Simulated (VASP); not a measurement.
# LiCl: single point with r2SCAN

LiCl:

```xyz
2
Lattice="0.0000 2.5648 2.5648 2.5648 0.0000 2.5648 2.5648 2.5648 0.0000" Properties=species:S:1:pos:R:3 pbc="T T T"
Li    0.0000    0.0000    0.0000
Cl    2.5648    2.5648    2.5648
```

```
Program                : VASP 6.6.1
Task                   : single point
Functional             : r2SCAN
Potentials or basis    : VASP PAW PBE potentials, release 64 (Li_sv, Cl)
Cutoff                 : 520 eV
k mesh                 : 6 × 6 × 6
Occupations            : gaussian, width 0.1 eV
Spin                   : no spin polarisation
Dipole correction      : no
Further INCAR settings : ALGO = Normal; EDIFF = 1e-06; NBANDS = 12
```

The band gap on the k mesh is 7.30 eV, direct.

Levels at points of the mesh, in eV from the valence-band top:
```csv
k point,band 1,band 2,band 3,band 4,band 5,band 6,band 7,band 8,band 9,band 10
"(0.00, 0.00, 0.00)",-44.82,-13.98,0.00,0.00,0.00,7.30,12.66,12.66,12.66,15.38
"(0.50, 0.00, 0.00)",-44.81,-13.40,-2.84,-0.27,-0.27,7.53,10.31,10.31,14.21,18.03
"(0.50, 0.50, 0.00)",-44.81,-13.15,-2.93,-1.12,-1.12,8.77,8.93,13.57,15.42,15.42
```

Run time: 33 s on 1 thread of Intel(R) Xeon(R) Platinum 8259CL CPU @ 2.50GHz (Skylake/Cascade Lake), with other jobs on the host, peak memory 0.15 GiB.

 A k mesh can miss the band edges.
